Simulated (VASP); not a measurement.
# Fe (Fmmm) in VASP: notebook

The runs below take Fe through single point, with LDA, PBEsol.

All numbers are computed with VASP 6.6.1; they aren't measurements. Logs are shortened: lines on timing, memory, paths and dates and some standing lists are left out, and cuts for length are marked.

### 1 The cell of the first run

The structure is orthorhombic, space group Fmmm (No. 69). The conventional cell has a = 2.997 Å, b = 3.883 Å, c = 3.930 Å, α = 90.00°, β = 90.00°, γ = 90.00°. Fe (site symmetry mmm) has 14 Fe at 2.45 to 3.00 Å within 3.2 Å.

### 2 Single point, LDA, collinear spin, ferromagnetic start

Contents of INCAR:

```
ALGO = Fast
EDIFF = 1E-6
ENCUT = 520
ISIF = 2
ISMEAR = 0
ISPIN = 2
LASPH = True
LCHARG = True
LELF = True
LMAXMIX = 4
LORBIT = 11
LREAL = False
LVHAR = True
LWAVE = False
MAGMOM = 3
NBANDS = 14
NELM = 150
PREC = Accurate
SIGMA = 0.02
```

Contents of KPOINTS:

```
k-points
0
Gamma
  13 13 13
```

Contents of POSCAR:

```
Fe
1.0
    0.0000000000      1.9417396906      1.9651051623
    1.4984397099      0.0000000000      1.9651051623
    1.4984397099      1.9417396906      0.0000000000
Fe
1
Direct
    0.0000000000      0.0000000000      0.0000000000
```

Potentials or basis: VASP PAW LDA potentials, release 64 (Fe).

Run with:

```
$ cat potpaw_LDA.64/Fe/POTCAR > POTCAR
$ mpirun -np 1 vasp_std > vasp.out
```

OUTCAR:

```text
EDIFF = 1E-6
   ENCUT = 520
   ISIF = 2
   ISMEAR = 0
   ISPIN = 2
   LASPH = True
   LORBIT = 11
   LREAL = False
   NELM = 150
   PREC = Accurate

 ion  position               nearest neighbor table
   1  0.000  0.000  0.000-

  LATTYP: Found a face centered orthorhombic cell.
 ALAT       =     2.9968794198
 B/A-ratio  =     1.2958410524
 C/A-ratio  =     1.3114342535

  Lattice vectors:

 A1 = (   0.0000000000,   1.9417396906,   1.9651051623)
 A2 = (   1.4984397099,   0.0000000000,   1.9651051623)
 A3 = (   1.4984397099,   1.9417396906,   0.0000000000)

Analysis of symmetry for initial positions (statically):
=====================================================================
 Subroutine PRICEL returns:
 Original cell was already a primitive cell.

 Routine SETGRP: Setting up the symmetry group for a
 face centered orthorhombic supercell.

 Subroutine GETGRP returns: Found  8 space group operations
 (whereof  8 operations were pure point group operations)
 out of a pool of  8 trial point group operations.

The static configuration has the point symmetry D_2h.

Analysis of symmetry for dynamics (positions and initial velocities):
=====================================================================
 Subroutine PRICEL returns:
 Original cell was already a primitive cell.

 Routine SETGRP: Setting up the symmetry group for a
 face centered orthorhombic supercell.

 Subroutine GETGRP returns: Found  8 space group operations
 (whereof  8 operations were pure point group operations)
 out of a pool of  8 trial point group operations.

The dynamic configuration has the point symmetry D_2h.

Analysis of structural, dynamic, and magnetic symmetry:
=====================================================================
 Subroutine PRICEL returns:
 Original cell was already a primitive cell.

 Routine SETGRP: Setting up the symmetry group for a
 face centered orthorhombic supercell.

 Subroutine GETGRP returns: Found  8 space group operations
 (whereof  8 operations were pure point group operations)
 out of a pool of  8 trial point group operations.

The overall configuration has the point symmetry D_2h.

 Subroutine INISYM returns: Found  8 space group operations
 (whereof  8 operations are pure point group operations),
 and found     1 'primitive' translations

----------------------------------------------------------------------------------------

                                     Primitive cell

  volume of cell :      11.4353

  direct lattice vectors                    reciprocal lattice vectors
     0.000000000  1.941739691  1.965105162    -0.333680426  0.257501045  0.254439309
     1.498439710  0.000000000  1.965105162     0.333680426 -0.257501045  0.254439309
     1.498439710  1.941739691  0.000000000     0.333680426  0.257501045 -0.254439309

  length of vectors
     2.762605894  2.471226388  2.452687218     0.492329947  0.492329947  0.492329947

  position of ions in fractional coordinates (direct lattice)
     0.000000000  0.000000000  0.000000000

  ion indices of the primitive-cell ions
   primitive index   ion index
                 1           1

----------------------------------------------------------------------------------------

 KPOINTS: k-points

Automatic generation of k-mesh.
 Grid dimensions read from file:
 generate k-points for:   13   13   13

 Generating k-lattice:

  Cartesian coordinates                     Fractional coordinates (reciprocal lattice)
    -0.025667725  0.019807773  0.019572255     0.076923077  0.000000000  0.000000000
     0.025667725 -0.019807773  0.019572255     0.000000000  0.076923077 -0.000000000
     0.025667725  0.019807773 -0.019572255     0.000000000 -0.000000000  0.076923077

  Length of vectors
     0.037871534  0.037871534  0.037871534

  Shift w.r.t. Gamma in fractional coordinates (k-lattice)
     0.000000000  0.000000000  0.000000000

 Subroutine IBZKPT returns following result:
 ===========================================

 Found    343 irreducible k-points:

 Following reciprocal coordinates:
            Coordinates               Weight
  0.000000  0.000000  0.000000      1.000000
  0.076923  0.000000 -0.000000      8.000000
  0.153846 -0.000000  0.000000      8.000000
  0.230769 -0.000000 -0.000000      8.000000
  0.307692 -0.000000  0.000000      8.000000
  0.384615  0.000000  0.000000      8.000000
[... 16 lines left out ...]
  0.384615  0.153846  0.000000      8.000000
  0.461538  0.153846 -0.000000      8.000000
 [... further k-points ...]
   k-points           NKPTS =    343   k-points in BZ     NKDIM =    343   number of bands    NBANDS=     14
   number of dos      NEDOS =    301   number of ions     NIONS =      1
   total plane-waves  NPLWV =   7776
   dimension x,y,z NGX =    24 NGY =   18 NGZ =   18
   dimension x,y,z NGXF=    48 NGYF=   36 NGZF=   36
   ions per type =               1
   NGX,Y,Z   is equivalent  to a cutoff of  14.44, 12.11, 12.20 a.u.
   NGXF,Y,Z  is equivalent  to a cutoff of  28.89, 24.22, 24.40 a.u.
 SYSTEM =  unknown system
   PREC   = accura    normal or accurate (medium, high low for compatibility)
   ISTART =      0    job   : 0-new  1-cont  2-samecut
   ICHARG =      2    charge: 1-file 2-atom 10-const
   ISPIN  =      2    spin polarized calculation?
   LNONCOLLINEAR =      F non collinear calculations
   LSORBIT =      F    spin-orbit coupling
   LASPH  =      T    aspherical Exc in radial PAW
   ENCUT  =  520.0 eV  38.22 Ry    6.18 a.u.   5.14  4.59  4.56*2*pi/ulx,y,z
   NELM   =    150;   NELMIN=  2; NELMDL= -5     # of ELM steps
   EDIFF  = 0.1E-05   stopping-criterion for ELM
   LREAL  =      F    real-space projection
   EDIFFG = 0.1E-04   stopping-criterion for IOM
   NSW    =      0    number of steps for IOM
   IBRION =     -1    ionic relax: 0-MD 1-quasi-New 2-CG
   NFREE  =      0    steps in history (QN), initial steepest desc. (CG)
   ISIF   =      2    stress and relaxation
   ISYM   =      2    0-nonsym 1-usesym 2-fastsym
   POTIM  = 0.5000    time-step for ionic-motion
   TEBEG  =    0.0;   TEEND  =   0.0 temperature during run
   PSTRESS=    0.0 pullay stress
   NELECT =       8.0000    total number of electrons
   NUPDOWN=      -1.0000    fix difference up-down
   EMIN   =  10.00;   EMAX   =-10.00  energy-range for DOS
   EFERMI =   0.00;   METHOD = LEGACY
   ISMEAR =     0;   SIGMA  =   0.02  broadening in eV -4-tet -1-fermi 0-gaus
   EFERMI_NEDOS =   21; number of points for ismear=-14 and -15
   IALGO  =     68    algorithm
   IMIX   =      4    mixing-type and parameters
     AMIX     =   0.40;   BMIX     =  1.00
     AMIX_MAG =   1.60;   BMIX_MAG =  1.00
  volume/ion in A,a.u.               =      11.44        77.17
  Fermi-wavevector in a.u.,A,eV,Ry     =   1.453303  2.746344 28.736719  2.112089
  Thomas-Fermi vector in A             =   2.570585
   LORBIT       =     11    0 simple, 1 ext, 2 COOP (PROOUT), +10 PAW based schemes
   GGA     = CA    functional components
   LHFCALC =     F    Hartree Fock is set to
   AEXX    =    0.0000 exact exchange contribution
   IVDW    =     0    specifies the selected vdW correction
   LEPSILON=     F    determine dielectric tensor
   LRPA    =     F    only Hartree local field effects (RPA)
 spin polarized calculation
 RMM-DIIS sequential band-by-band and
 Gauss-broadening in eV      SIGMA  =   0.02
  energy-cutoff  :      520.00
  volume of cell :       11.44
 maximum number of plane-waves:       337
 NGX is ok and might be reduce to    24
   NGX = 11   NGY =  9   NGZ =  9

 number of electron       8.0000000 magnetization       2.1066269

 Free energy of the ion-electron system (eV)
  ---------------------------------------------------
  ext. energy  EPLUGINS =         0.00000000
  ---------------------------------------------------
  free energy    TOTEN  =        -9.13340616 eV

  energy without entropy =       -9.13310726  energy(sigma->0) =       -9.13325671

 E-fermi :   5.6547     XC(G=0): -13.3793

 val. band max:        5.6512613585   @ k =   0.2308   0.0769   0.0769
 cond. band min:       5.6556615851   @ k =  -0.3077   0.1538   0.3846
 fundamental gap:      0.0044002266
 Fermi energy:         5.6547081509

 spin component 1

 k-point     1 :       0.0000    0.0000    0.0000
  band No.  band energies     occupation
      1      -2.8718      1.00000
      2       3.1999      1.00000
      3       3.3042      1.00000
      4       3.6699      1.00000
      5       4.4536      1.00000
      6       4.8587      1.00000
      7      29.3355      0.00000
      8      30.8205      0.00000
      9      31.0784      0.00000
     10      35.0467      0.00000
     11      36.1090      0.00000
     12      36.2997      0.00000
     13      36.7770      0.00000
     14      36.8544      0.00000
[... 375 lines left out ...]
 k-point    24 :       0.4615    0.1538   -0.0000
  band No.  band energies     occupation
      1       1.1412      1.00000
      2       2.5354      1.00000
      3       3.2857      1.00000
      4       4.4351      1.00000
      5       5.1936      1.00000
      6       6.9557      0.00000
      7      15.3326      0.00000
      8      21.1198      0.00000
      9      25.7224      0.00000
     10      31.3807      0.00000
     11      34.6298      0.00000
     12      38.0447      0.00000
     13      44.3535      0.00000
     14      45.9710      0.00000

 [... further k-points ...]

 spin component 2

 k-point     1 :       0.0000    0.0000    0.0000
  band No.  band energies     occupation
      1      -2.4997      1.00000
      2       4.8711      1.00000
      3       5.0068      1.00000
      4       5.4741      1.00000
      5       6.5894      0.00000
      6       7.1385      0.00000
      7      29.4818      0.00000
      8      30.9926      0.00000
      9      31.2705      0.00000
     10      35.6087      0.00000
     11      36.4678      0.00000
     12      37.1177      0.00000
     13      37.5740      0.00000
     14      37.6560      0.00000
[... 375 lines left out ...]
 k-point    24 :       0.4615    0.1538   -0.0000
  band No.  band energies     occupation
      1       2.1446      1.00000
      2       4.1136      1.00000
      3       4.5269      1.00000
      4       6.4804      0.00000
      5       7.3697      0.00000
      6       8.5699      0.00000
      7      16.3219      0.00000
      8      21.8003      0.00000
      9      26.3102      0.00000
     10      31.8467      0.00000
     11      35.1976      0.00000
     12      38.6647      0.00000
     13      44.7495      0.00000
     14      46.6268      0.00000

 [... further k-points ...]
[... 5 lines left out ...]
  --------------------------------------------------------------------------------------
  -------------------------------------------------------------------------------------
  Total       -1.8148753     -1.1480876     -1.2443384     -0.0000000      0.0000000      0.0000000
  in kB     -254.2794770   -160.8568429   -174.3423990     -0.0000000      0.0000000      0.0000000
  external PRESSURE =    -196.4929063 kB  Pullay stress =       0.0000000 kB

 VOLUME and BASIS-vectors are now :
 -----------------------------------------------------------------------------
  energy-cutoff  :      520.00
  volume of cell :       11.44
      direct lattice vectors                 reciprocal lattice vectors
     0.000000000  1.941739691  1.965105162    -0.333680426  0.257501045  0.254439309
     1.498439710  0.000000000  1.965105162     0.333680426 -0.257501045  0.254439309
     1.498439710  1.941739691  0.000000000     0.333680426  0.257501045 -0.254439309

 POSITION                                       TOTAL-FORCE (eV/Angst)
 -----------------------------------------------------------------------------------
      0.00000      0.00000      0.00000         0.000000      0.000000      0.000000
 -----------------------------------------------------------------------------------
    total drift:                                0.000000      0.000000      0.000000

  FREE ENERGIE OF THE ION-ELECTRON SYSTEM (eV)
  ---------------------------------------------------
  free  energy   TOTEN  =        -9.1334061622 eV

  energy  without entropy=       -9.1331072615  energy(sigma->0) =       -9.13325671

 total charge

# of ion       s       p       d       tot
------------------------------------------
    1        0.486   0.527   6.255   7.267

 magnetization (x)

# of ion       s       p       d       tot
------------------------------------------
    1       -0.011  -0.031   2.124   2.081
```

Wall time 37 s (1 thread of Intel Xeon 6975P-C (Granite Rapids), shared host); peak memory 0.18 GiB.

What came out:

| Quantity | Value |
| --- | --- |
| Free energy | -9.1334 eV |
| Pressure | -19.6 GPa |
| Net moment | 2.11 μB per cell |
| Site moments | Fe +2.08 μB |
| Valence electrons inside the program's atomic spheres | Fe 7.27 |

Stress tensor (GPa, compression positive):
```
-25.43   0.00   0.00
  0.00 -16.09   0.00
  0.00   0.00 -17.43
```

### 3 Single point, PBEsol, collinear spin, ferromagnetic start

Contents of INCAR:

```
PREC = Accurate ; ENCUT = 520
EDIFF = 1E-6 ; ISMEAR = 0
SIGMA = 0.1 ; LREAL = F
LASPH = T ; NELM = 150
ALGO = Normal ; ISIF = 2
LWAVE = F ; LCHARG = T
ISPIN = 2 ; MAGMOM = 3
LORBIT = 11 ; LMAXMIX = 4
GGA = PS ; LELF = T
LVHAR = T ; NBANDS = 14
```

Contents of KPOINTS:

```
Automatic mesh
0
Gamma
  13 13 13
```

POSCAR is that of step 2.

Potentials or basis: VASP PAW PBE potentials, release 64 (Fe).

Run with:

```
$ cat potpaw_PBE.64/Fe/POTCAR > POTCAR
$ mpirun -np 1 vasp_std > vasp.out
```

It took 29 s on 1 thread of Intel Xeon 6975P-C (Granite Rapids), shared host; peak memory 0.2 GiB.

Results (log left out):

```yaml
Free_energy: -8.8788 eV
Pressure: -10.4 GPa
Net_moment: 2.20 μB per cell
Site_moments: Fe +2.19 μB
Valence_electrons_inside_the_program's_atomic_spheres: Fe 7.26
```

Stress tensor (GPa, compression positive):
```
-15.37   0.00   0.00
  0.00  -7.21   0.00
  0.00   0.00  -8.51
```

Levels at points of the mesh, in eV from the Fermi level:
Spin up:
| k point | band 1 | band 2 | band 3 | band 4 | band 5 | band 6 | band 7 | band 8 | band 9 | band 10 |
| --- | --- | --- | --- | --- | --- | --- | --- | --- | --- | --- |
| (0.00, 0.00, 0.00) | -8.51 | -2.48 | -2.38 | -2.05 | -1.31 | -0.92 | 23.75 | 25.23 | 25.49 | 29.43 |
Spin down:
```csv
k point,band 1,band 2,band 3,band 4,band 5,band 6,band 7
"(0.00, 0.00, 0.00)",-8.25,-0.61,-0.47,0.02,1.22,1.81,23.64
```

Caveat: the PAW data sets were made with another functional, which shifts forces and pressure a little.
